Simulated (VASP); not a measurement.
Set up this calculation in VASP 6.6.1, as the native input.

```yaml
Task: electric field gradients
Functional: PBE
Potentials_or_basis: VASP PAW PBE potentials, release 64 (Ru_pv)
Cutoff: 520 eV
k_mesh: 18 × 18 × 10
Occupations: gaussian, width 0.05 eV
Spin: no spin polarisation
Dipole_correction: no
Further_INCAR_settings: ALGO = Normal; EDIFF = 1e-08; NBANDS = 21
```

The structure of Ru lies in POSCAR:

```
Ru
1.0
    2.7195378016      0.0000000000      0.0000000000
   -1.3597689008      2.3551888228      0.0000000000
    0.0000000000      0.0000000000      4.2978031883
Ru
2
Direct
    0.3333333333      0.6666666667      0.2500000000
    0.6666666667      0.3333333333      0.7500000000
```

These files were run (other wordings do the same):

INCAR

```
PREC = Accurate ; ENCUT = 520
EDIFF = 1E-8 ; ISMEAR = 0
SIGMA = 0.05 ; LREAL = F
LASPH = T ; NELM = 80
ALGO = Normal ; ISIF = 2
LWAVE = F ; LCHARG = F
GGA = PE ; LEFG = T
NBANDS = 21
```

KPOINTS

```
Automatic mesh
0
Gamma
  18 18 10
```

Potentials or basis: VASP PAW PBE potentials, release 64 (Ru_pv).

Launch:

```console
$ cat potpaw_PBE.64/Ru_pv/POTCAR > POTCAR
$ mpirun -np 1 vasp_std > vasp.out
```

It gave:

The pressure is -0.1 GPa. The band gap on the k mesh is zero (band 14 reaches 14.05 eV, above the bottom of band 15 at 10.98 eV).

Caveat: without QUAD_EFG the Cq values of the log hold for a quadrupole moment of 1 mb, not for the nuclei.

Wall time 34 s on 1 thread of Intel(R) Xeon(R) 6975P-C (Granite Rapids), with other jobs on the host, peak memory 0.21 GiB.
